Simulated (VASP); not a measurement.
The system is ScAl (L11 type).

```
Al Sc
1.0
     1.52672   -0.88145    4.98730
     0.00000    1.76291    4.98730
    -1.52672   -0.88145    4.98730
Al Sc
1 1
Direct
  0.00000 0.00000 0.00000
  0.50000 0.50000 0.50000
```

```yaml
Program: VASP 6.6.1
Task: relaxation of cell and atoms
Functional: LDA
Potentials_or_basis: VASP PAW LDA potentials, release 64 (Al, Sc_sv)
Cutoff: 600 eV
k_mesh: 14 × 14 × 14
Occupations: fermi-dirac, width 0.05 eV
Spin: no spin polarisation
```

At the start: pressure -3.2 GPa; volume 20.13 Å³/atom.

Q: How do energy, volume and symmetry change on relaxing?

A: Over 8 steps the energy falls by 60.5 meV/atom and the volume is 19.62 Å³/atom (-2.6 %); space group R-3m (No. 166, to 0.1 Å) before and after.

The path:
| step | energy change (eV) | largest force (eV/Å) | pressure (GPa) | volume (Å³) |
| --- | --- | --- | --- | --- |
| 1 | 0.0000 | 0.0000 | -3.17 | 40.27 |
| 2 | -0.0808 | 0.0000 | 1.56 | 37.95 |
| 3 | -0.0834 | 0.0000 | 2.62 | 37.52 |
| 4 | -0.1151 | 0.0000 | 1.12 | 38.50 |
| 5 | -0.1204 | 0.0000 | 0.10 | 39.25 |
| 6 | -0.1208 | 0.0000 | 0.29 | 39.11 |
| 7 | -0.1209 | 0.0000 | -0.12 | 39.30 |
| 8 | -0.1209 | 0.0000 | 0.01 | 39.24 |

Final structure:
```
CELL_PARAMETERS angstrom
1.58404 -0.91454 4.51395
0.00000 1.82909 4.51395
-1.58404 -0.91454 4.51395
ATOMIC_POSITIONS crystal
Al 0.00000 0.00000 0.00000
Sc 0.50000 0.50000 0.50000
```
